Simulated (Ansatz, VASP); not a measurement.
**I: VASP beside Ansatz**

```
I
1.0
    -1.61424    1.61424    3.92047
     1.61424   -1.61424    3.92047
     1.61424    1.61424   -3.92047
I
1
Direct
  0.00000 0.00000 0.00000
```

Alike in both runs: functional r2SCAN; k mesh 18 × 18 × 18; occupations gaussian, width 0.1 eV; no spin polarisation.

Ansatz relaxed the structure, and its values are those at the end. VASP's run is a single point on that final structure, the one shown.

|  | VASP | Ansatz |
| --- | --- | --- |
| version | VASP 6.6.1 | Ansatz 0.2.0 |
| potentials or method | VASP PAW PBE potentials, release 64 (I), cutoff 520 eV | scalar-relativistic, plane waves, PAW |
| valence electrons in the cell | 7 | 17 |

Ansatz gave:

```
gap on the k mesh at the Fermi level (eV) : none
pressure (GPa)                            : 0.0
```

Question: What did VASP give for the same quantities?

Answer: gap on the k mesh at the Fermi level (eV): none; pressure (GPa): -0.1.

VASP's potentials were made for PBE, not for r2SCAN. A gap of «none» marks a metal or a gap that the smearing closes. VASP's potentials hold 7 valence electrons a cell and Ansatz's 17, so a difference there can come from the potentials and not from the codes.

Neither program's run includes spin-orbit coupling.
